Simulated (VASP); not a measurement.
Co, 2 atoms in the cell. It takes space group Im-3m (No. 229, cubic). Conventional cell: a = 2.933 Å, b = 2.933 Å, c = 2.933 Å, α = 90.00°, β = 90.00°, γ = 90.00°. Within 3.4 Å of Co (site symmetry m-3m) lie 14 Co at 2.54 to 2.93 Å. This isn't the form of Co at room conditions, which is hcp.

```yaml
Program: VASP 6.6.1
Task: single point
Functional: PBE
Potentials_or_basis: VASP PAW PBE potentials, release 64 (Co)
Cutoff: 600 eV
k_mesh: 2 × 2 × 2
Occupations: gaussian, width 0.05 eV
Spin: non-collinear spin, typed start
Starting_moments: "[[0.461, -0.807, -1.047], [-0.914, 0.46, 0.628]] μB"
Dipole_correction: no
Further_INCAR_settings: ALGO = Normal; EDIFF = 1e-06; NBANDS = 30
```

Potentials or basis: VASP PAW PBE potentials, release 64 (Co).

Run with:

```console
$ cat potpaw_PBE.64/Co/POTCAR > POTCAR
$ mpirun -np 1 vasp_ncl > vasp.out
```

Hardware: 1 thread of Intel(R) Xeon(R) 6975P-C (Granite Rapids) (shared host).

How long does it take, and how much memory?

Run time: 33 s on 1 thread of Intel(R) Xeon(R) 6975P-C (Granite Rapids), with other jobs on the host, peak memory 0.2 GiB. Counts: scf iterations 49, k points 8.
